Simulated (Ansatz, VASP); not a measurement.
**Tl: VASP beside Ansatz**

The input INCAR:

```
ALGO = Normal ; EDIFF = 1E-7
ENCUT = 520 ; GGA = PE
ISIF = 2 ; ISMEAR = -1
LASPH = T ; LCHARG = F
LREAL = F ; LWAVE = F
NBANDS = 20 ; NELM = 60
PREC = Accurate ; SIGMA = 0.1
```

File KPOINTS:

```
k-points
0
Gamma
  15 15 8
```

File POSCAR:

```
Tl
1.0
    3.5902820628      0.0000000000      0.0000000000
   -1.7951410314      3.1092754731      0.0000000000
    0.0000000000      0.0000000000      5.6419406004
Tl
2
Direct
    0.3333333333      0.6666666667      0.2500000000
    0.6666666667      0.3333333333      0.7500000000
```

Input for Ansatz:

```yaml
crystal:
  lattice:
    - [3.5902820628, 0.0, 0.0]
    - [-1.7951410314, 3.1092754731, 0.0]
    - [0.0, 0.0, 5.6419406004]
  atoms:
    - { symbol: Tl, position: [0.3333333333, 0.6666666667, 0.25] }
    - { symbol: Tl, position: [0.6666666667, 0.3333333333, 0.75] }
hamiltonian:
  xc: pbe
  pseudopotentials:
    kind: paw
    azcp:
      Tl: "pseudopotentials/Tl.paw.azcp"
basis:
  ecutwfc: 420
  fft_grid_basis: typed
kpoints:
  mp_grid: { grid: [15, 15, 8], shift: [0, 0, 0] }
magnetization:
  spin_polarized: false
scf:
  occupations: { method: fermi_dirac, width: 0.1 }
  lower_state_search: "off"
output:
  stress: true
```

Alike in both runs: task single point; functional PBE; k mesh 15 × 15 × 8; occupations fermi-dirac, width 0.1 eV; no spin polarisation.

```csv
,VASP,Ansatz
version,VASP 6.6.1,Ansatz 0.2.0
potentials or method,"VASP PAW PBE potentials, release 64 (Tl_d), cutoff 520 eV","plane waves (420 eV) with PAW, scalar-relativistic"
valence electrons in the cell,26,26
```

```csv
,VASP,Ansatz,Ansatz less VASP
pressure (GPa),-0.1,0.0,+0.06
```

Spin-orbit coupling is off throughout.
